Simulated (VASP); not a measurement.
# MoS2 (P6_3/mmc) in VASP: notebook, part 2 of 2

VASP 6.6.1. Earlier steps stand in the parts before.

### Step 3. Relaxation of cell and atoms, PBEsol

Input file INCAR:

```
SYSTEM = MoS2
PREC     = Accurate       ! precision mode
ENCUT    = 600            ! plane-wave cutoff, eV
EDIFF    = 1E-6           ! SCF threshold, eV
ISMEAR   = -1             ! smearing method
SIGMA    = 0.1            ! smearing width, eV
LREAL    = .False.        ! projectors in reciprocal space
LASPH    = .True.         ! aspherical terms in the spheres
NELM     = 80             ! most SCF steps
ALGO     = Normal         ! electronic algorithm
ISIF     = 3              ! what is computed and relaxed
LWAVE    = .False.        ! write WAVECAR
LCHARG   = .False.        ! write CHGCAR
GGA      = PS             ! functional
IBRION   = 2              ! ionic algorithm
NSW      = 100            ! ionic steps
EDIFFG   = -0.002         ! ionic threshold
```

Input file KPOINTS:

```
Automatic mesh
0
Gamma
  10 10 2
  0 0 0
```

Input file POSCAR:

```
MoS2
1.0
    3.1690000000      0.0000000000      0.0000000000
   -1.5845000000      2.7444345046      0.0000000000
    0.0000000000      0.0000000000     12.3240000000
Mo S
2 4
Direct
    0.3333333333      0.6666666667      0.2500000000
    0.6666666667      0.3333333333      0.7500000000
    0.3333333333      0.6666666667      0.6230000000
    0.6666666667      0.3333333333      0.1230000000
    0.3333333333      0.6666666667      0.8770000000
    0.6666666667      0.3333333333      0.3770000000
```

Potentials or basis: VASP PAW PBE potentials, release 64 (Mo_sv, S).

On the command line:

```
> cat potpaw_PBE.64/Mo_sv/POTCAR potpaw_PBE.64/S/POTCAR > POTCAR
> mpirun -np 1 vasp_std > vasp.out
```

OUTCAR:

```text
SYSTEM = MoS2
   PREC = Accurate
   ENCUT = 600
   EDIFF = 1E-6
   ISMEAR = -1
   LREAL = .False.
   LASPH = .True.
   NELM = 80
   ISIF = 3
   GGA = PS
   IBRION = 2
   NSW = 100
   EDIFFG = -0.002

 ion  position               nearest neighbor table
   1  0.333  0.667  0.250-   4 2.41   6 2.41   4 2.41   6 2.41   4 2.41   6 2.41
   2  0.667  0.333  0.750-   3 2.41   5 2.41   3 2.41   5 2.41   3 2.41   5 2.41
   3  0.333  0.667  0.623-   2 2.41   2 2.41   2 2.41
   4  0.667  0.333  0.123-   1 2.41   1 2.41   1 2.41
   5  0.333  0.667  0.877-   2 2.41   2 2.41   2 2.41
   6  0.667  0.333  0.377-   1 2.41   1 2.41   1 2.41

  LATTYP: Found a hexagonal cell.
 ALAT       =     3.1690000000
 C/A-ratio  =     3.8889239508

  Lattice vectors:

[... 390 lines left out ...]

 number of electron      51.9999997 magnetization

 Free energy of the ion-electron system (eV)
  ---------------------------------------------------
  ext. energy  EPLUGINS =         0.00000000
  ---------------------------------------------------
  free energy    TOTEN  =       -46.90744580 eV

  energy without entropy =      -46.90699848  energy(sigma->0) =      -46.90722214

 E-fermi :   7.6911     XC(G=0): -10.9354

 val. band max:        7.2848720555   @ k =   0.0000   0.0000   0.0000
 cond. band min:       8.3158193838   @ k =   0.2000   0.2000   0.0000
 fundamental gap:      1.0309473283
 Fermi energy:         7.6911002882

 k-point     1 :       0.0000    0.0000    0.0000
  band No.  band energies     occupation
      1     -54.0041      2.00000
      2     -54.0041      2.00000
      3     -28.2157      2.00000
      4     -28.2156      2.00000
      5     -27.9538      2.00000
      6     -27.9538      2.00000
[... 805 lines left out ...]
     30       9.5896      0.00000
     31      10.5748      0.00000

 [... further k-points ...]
[... 5 lines left out ...]
  --------------------------------------------------------------------------------------
  -------------------------------------------------------------------------------------
  Total       -0.0059827     -0.0059827      0.0068296     -0.0000000      0.0000000     -0.0000000
  in kB       -0.0892958     -0.0892958      0.1019369     -0.0000000      0.0000000     -0.0000000
  external PRESSURE =      -0.0255516 kB  Pullay stress =       0.0000000 kB
[... 21 lines left out ...]
  FREE ENERGIE OF THE ION-ELECTRON SYSTEM (eV)
  ---------------------------------------------------
  free  energy   TOTEN  =       -46.9074457992 eV

  energy  without entropy=      -46.9069984812  energy(sigma->0) =      -46.90722214

 reached required accuracy - stopping structural energy minimisation
```

Run time: 12 min. Hardware: 1 thread of Intel Xeon 6975P-C (Granite Rapids), shared host; peak memory 0.32 GiB.

What came out:

* Free energy: -46.9074 eV
* Relaxed volume: 17.89 Å³/atom
* Relaxed cell: a = 3.141 Å, b = 3.141 Å, c = 12.560 Å, α = 90.00°, β = 90.00°, γ = 120.00°
* Space group after relaxing (to 0.1 Å): P6_3/mmc (No. 194)
* Energy gained by relaxing: 4.4 meV/atom
* Ionic steps: 22
* Pressure after relaxing: 0.0 GPa
* Band gap on the k mesh: 1.03 eV (least direct gap 1.96 eV)

Step by step:
```
step  energy change (eV)  largest force (eV/Å)  pressure (GPa)  volume (Å³)
   1              0.0000                0.3126           -2.99       107.18
   2              0.0574                0.7651            6.48       102.10
   3             -0.0204                0.0326           -0.02       105.42
   4             -0.0204                0.0395            0.06       105.39
   5             -0.0228                0.0408            0.13       105.22
   6             -0.0228                0.0417            0.13       105.21
   7             -0.0232                0.0507            0.02       105.40
   8             -0.0240                0.0769           -0.31       105.95
   9             -0.0237                0.1292           -0.94       107.05
  10             -0.0242                0.0959           -0.55       106.36
  11             -0.0243                0.0930           -0.54       106.38
  12             -0.0246                0.0837           -0.51       106.44
  13             -0.0251                0.0671           -0.41       106.55
  14             -0.0258                0.0318           -0.23       106.79
  15             -0.0262                0.0392            0.13       107.25
  16             -0.0262                0.0226            0.03       107.14
  17             -0.0262                0.0190            0.02       107.12
  18             -0.0263                0.0153            0.01       107.16
  19             -0.0264                0.0035           -0.01       107.27
  20             -0.0263                0.0196           -0.04       107.49
  21             -0.0264                0.0044           -0.02       107.34
  22             -0.0264                0.0015            0.00       107.34
```

Final structure:
```xyz
6
Lattice="3.1414 0.0000 0.0000 -1.5707 2.7205 0.0000 0.0000 0.0000 12.5600" Properties=species:S:1:pos:R:3 pbc="T T T"
Mo    0.0000    1.8137    3.1400
Mo    1.5707    0.9068    9.4200
S     0.0000    1.8137    7.8610
S     1.5707    0.9068    1.5809
S     0.0000    1.8137   10.9791
S     1.5707    0.9068    4.6991
```

Levels at points of the mesh, in eV from the valence-band top:
```tsv
k point	band 23	band 24	band 25	band 26	band 27	band 28	band 29	band 30
(0.00, 0.00, 0.00)	-2.04	-1.31	-1.13	0.00	2.28	2.28	2.31	2.31
(0.50, 0.00, 0.00)	-1.56	-1.41	-1.32	-1.24	1.80	1.83	2.19	2.45
(0.00, 0.00, 0.50)	-2.05	-2.05	-0.29	-0.29	2.29	2.29	2.29	2.29
(0.50, 0.00, 0.50)	-1.49	-1.49	-1.27	-1.27	1.81	1.81	2.33	2.33
```

Caveat: the PAW data sets were made with another functional, which shifts forces and pressure a little; this functional lacks dispersion, which binds the layers, so the pressure and a relaxed spacing across them are unreliable. A k mesh can miss the band edges.
